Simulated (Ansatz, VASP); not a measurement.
**One calculation of TaN, two programs**

```xyz
4
Lattice="3.0901 0.0000 0.0000 -1.5451 2.6761 0.0000 0.0000 0.0000 5.0050" Properties=species:S:1:pos:R:3 pbc="T T T"
Ta    0.0000    1.7841    0.0000
Ta    1.5451    0.8920    2.5025
N     0.0000    1.7841    1.9269
N     1.5451    0.8920    4.4294
```

Change from the starting cell: volume scaled by 1.04, crystal datasets.

Alike in both runs: task electric field gradients; functional PBE; k mesh 9 × 9 × 5; occupations fermi-dirac, width 0.01 eV; no spin polarisation.

|  | VASP | Ansatz |
| --- | --- | --- |
| version | VASP 6.6.1 | Ansatz 0.2.0 |
| potentials or method | VASP PAW PBE potentials, release 64 (Ta_pv, N), cutoff 520 eV | all-electron PAW with datasets made for the crystal, scalar-relativistic |

Ansatz gave:

- pressure (GPa): 108.7
- traceless stress, the component that is largest in VASP (GPa): -13.53
- rms of the force components (eV/Å): 1.263
- size of Vzz on the site where it differs most (V/Å²): 116.3

Q: Which values does VASP return?

A: Pressure (GPa): 113.0; traceless stress, the component that is largest in VASP (GPa): -14.10; rms of the force components (eV/Å): 1.291; size of Vzz on the site where it differs most (V/Å²): 119.2.

Atom by atom the forces differ by 0.028 eV/Å (rms over components). Both programs put the cell under a high pressure, so it lies far from rest at this level. Ansatz ran all-electron here, and VASP with PAW potentials.

Spin-orbit coupling is off throughout. Noted on VASP's run: the cell as given lies far from equilibrium.
